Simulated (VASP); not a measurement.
Runs of VASP 6.6.1 on Ba. The structure is that of space group Im-3m (No. 229), or close to it. The cells are those of the table. 

```tsv
task	cell	gap on the mesh (eV)	pressure (GPa)
single point	a = 4.316 Å, angles 109.5°, 1 atom	none	-0.5
single point	a = 4.301 Å, angles 109.7, 109.7, 108.9°, 1 atom	none	-0.4
electric field gradients	a = 4.301 Å, angles 108.9°, 1 atom	none	-0.5
single point	a = 4.359 Å, angles 110.0°, 1 atom	none	-0.5
single point	a = 4.273 Å, angles 110.0, 110.0, 108.4°, 1 atom	none	(a)
single point	a = 4.301 Å, angles 108.9°, 1 atom	none	-0.5
electric field gradients	a = 4.415 Å, angles 109.5°, 1 atom	none	-1.0
single point	a = 4.345 Å, angles 109.7, 109.7, 108.9°, 1 atom	none	-0.6
```

Alike in all rows: level PBEsol; potentials or basis VASP PAW PBE potentials, release 64 (Ba_sv); no spin polarisation; k mesh 10 × 10 × 10; cutoff (eV) 520; smearing fermi-dirac 0.05 eV.

Task: Estimate the missing entries.

Result: (a) -0.2.

Caveats: the PAW data sets were made with another functional, which shifts forces and pressure a little; spin-orbit coupling is left out, which moves the levels of the heavy elements.

A k mesh can miss the band edges, and the runs leave out spin-orbit coupling on Ba.

A gap of «none» marks levels without a gap at the run's occupations.
